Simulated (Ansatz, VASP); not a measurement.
Two plane-wave programs on Ni

File INCAR:

```
SYSTEM = Ni
ALGO = Normal
EDIFF = 1E-6
ENCUT = 520
ISIF = 2
ISMEAR = -1
ISPIN = 2
LASPH = .TRUE.
LCHARG = .FALSE.
LMAXMIX = 4
LORBIT = 11
LREAL = .FALSE.
LWAVE = .FALSE.
MAGMOM = 1.5 1.5
NBANDS = 21
NELM = 150
PREC = Accurate
SIGMA = 0.1
```

The input KPOINTS:

```
k-points
0
G
  3 3 2
  0 0 0
```

Contents of POSCAR:

```
Ni
1.0
    2.4480230000      0.0000000000      0.0000000000
   -1.2240110000      2.1200500000      0.0000000000
    0.0000000000      0.0000000000      4.0728080000
Ni
2
Direct
    0.3333333333      0.6666666667      0.2500000000
    0.6666666667      0.3333333333      0.7500000000
```

Input for Ansatz:

```yaml
crystal:
  lattice:
    - [2.448023, 0.0, 0.0]
    - [-1.224011, 2.12005, 0.0]
    - [0.0, 0.0, 4.072808]
  atoms:
    - { symbol: Ni, position: [0.3333333333333333, 0.6666666666666666, 0.25] }
    - { symbol: Ni, position: [0.6666666666666666, 0.3333333333333333, 0.75] }
basis:
  ecutwfc: 450.0
kpoints:
  mp_grid:
    grid: [3, 3, 2]
hamiltonian:
  xc: lda
  pseudopotentials:
    kind: paw
magnetization:
  spin_polarized: true
  per_species:
    Ni: 1.5
scf:
  occupations:
    method: fermi_dirac
output:
  forces: true
  stress: true
```

Alike in both runs: task single point; functional LDA; k mesh 3 × 3 × 2; collinear spin.

```csv
,VASP,Ansatz
version,VASP 6.6.1,Ansatz 0.2.0
potentials or method,"VASP PAW LDA potentials, release 64 (Ni), cutoff 520 eV","plane waves, PAW"
occupations,"fermi-dirac, width 0.1 eV",fermi-dirac
valence electrons in the cell,20,36
```

|  | VASP | Ansatz | Ansatz less VASP |
| --- | --- | --- | --- |
| pressure (GPa) | -4.2 | -3.8 | +0.40 |
| traceless stress, the component that is largest in VASP (GPa) | -9.70 | -8.38 | +1.318 |
| net moment per atom (μB) | 1.08 | 1.18 | +0.094 |
| size of the moment on the site where the two differ most (μB) | 1.06 | 1.17 | +0.105 |

LDA's correlation is that of Perdew and Zunger in VASP and of Perdew and Wang (1992) in Ansatz. Site moments also hang on the region over which each program counts them. VASP's potentials hold 20 valence electrons a cell and Ansatz's 36, so a difference there can come from the potentials and not from the codes.

The k mesh is coarse, so the values compare programs but aren't converged.
